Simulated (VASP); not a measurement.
PbSe (Clausthalite):

```
CELL_PARAMETERS angstrom
0.00000 3.08092 3.08092
3.08092 0.00000 3.08092
3.08092 3.08092 0.00000
ATOMIC_POSITIONS crystal
Pb 0.00000 0.00000 0.00000
Se 0.50000 0.50000 0.50000
```

Base run:

* Program: VASP 6.6.1
* Functional: PBE exchange alone
* Potentials or basis: VASP PAW PBE potentials, release 64 (Pb_d, Se)
* Cutoff: 520 eV
* k mesh: 8 × 8 × 8
* Occupations: fermi-dirac, width 0.05 eV
* Spin: no spin polarisation

Its results: band gap on the k mesh 0.48 eV, direct; pressure 10.0 GPa.

Problem. After a change of settings the same cell gave: band gap on the k mesh 0.61 eV, direct; pressure -0.4 GPa. Which change was it?
A. functional from PBE exchange alone to revPBE; dispersion from none to D4
B. functional from PBE exchange alone to PBE; further incar settings from ALGO = Normal; EDIFF = 1e-06; NBANDS = 17 to ALGO = Normal; EDIFF = 1e-07; NBANDS = 17
C. functional from PBE exchange alone to r2SCAN; dispersion from none to rVV10
D. functional from PBE exchange alone to RPBE; dispersion from none to D4

Solution. C.

Caveats: spin-orbit coupling is left out, which moves the levels of the heavy elements; the PAW data sets were made with another functional, which shifts forces and pressure a little (some runs).
